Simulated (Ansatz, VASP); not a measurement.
# Two plane-wave programs on Sn

Contents of INCAR:

```
PREC     = Accurate       # precision mode
ENCUT    = 520            # plane-wave cutoff, eV
EDIFF    = 1E-6           # SCF threshold, eV
ISMEAR   = -1             # smearing method
SIGMA    = 0.1            # smearing width, eV
LREAL    = F              # projectors in reciprocal space
LASPH    = T              # aspherical terms in the spheres
NELM     = 100            # most SCF steps
ALGO     = Normal         # electronic algorithm
ISIF     = 2              # what is computed and relaxed
LWAVE    = F              # write WAVECAR
LCHARG   = T              # write CHGCAR
GGA      = RE             # functional
LELF     = T              # ELF
LVHAR    = T            
NBANDS   = 28             # bands
```

Contents of KPOINTS:

```
regular mesh
0
Gamma
  8 8 11
```

Contents of POSCAR:

```
Sn
1.0
    5.3747841480      0.0000000000      0.0000000000
   -2.6873920740      4.6546996120      0.0000000000
    0.0000000000      0.0000000000      3.2793948044
Sn
3
Direct
    0.0000000000      0.0000000000      0.0000000000
    0.3333333333      0.6666666667      0.5000000000
    0.6666666667      0.3333333333      0.5000000000
```

Input for Ansatz:

```yaml
crystal:
  lattice:
    - [5.374784148, 0.0, 0.0]
    - [-2.687392074, 4.654699612, 0.0]
    - [0.0, 0.0, 3.2793948044]
  atoms:
    - { symbol: Sn, position: [0.0, 0.0, 0.0] }
    - { symbol: Sn, position: [0.3333333333, 0.6666666667, 0.5] }
    - { symbol: Sn, position: [0.6666666667, 0.3333333333, 0.5] }
hamiltonian:
  xc: revpbe
  pseudopotentials:
    kind: paw
    azcp:
      Sn: "pseudopotentials/Sn.paw.azcp"
basis:
  ecutwfc: 420
  fft_grid_basis: typed
kpoints:
  mp_grid: { grid: [8, 8, 11], shift: [0, 0, 0] }
magnetization:
  spin_polarized: false
scf:
  occupations: { method: fermi_dirac, width: 0.1 }
  lower_state_search: "off"
output:
  stress: true
```

Alike in both runs: task single point; functional revPBE; k mesh 8 × 8 × 11; occupations fermi-dirac, width 0.1 eV; no spin polarisation.

|  | VASP | Ansatz |
| --- | --- | --- |
| version | VASP 6.6.1 | Ansatz 0.2.0 |
| potentials or method | VASP PAW PBE potentials, release 64 (Sn_d), cutoff 520 eV | plane waves (420 eV) with PAW, scalar-relativistic |
| valence electrons in the cell | 42 | 42 |

|  | VASP | Ansatz | Ansatz less VASP |
| --- | --- | --- | --- |
| pressure (GPa) | 2.3 | 2.3 | +0.04 |
| traceless stress, the component that is largest in VASP (GPa) | -1.88 | -1.87 | +0.003 |

VASP's potentials were made for PBE, not for revPBE.
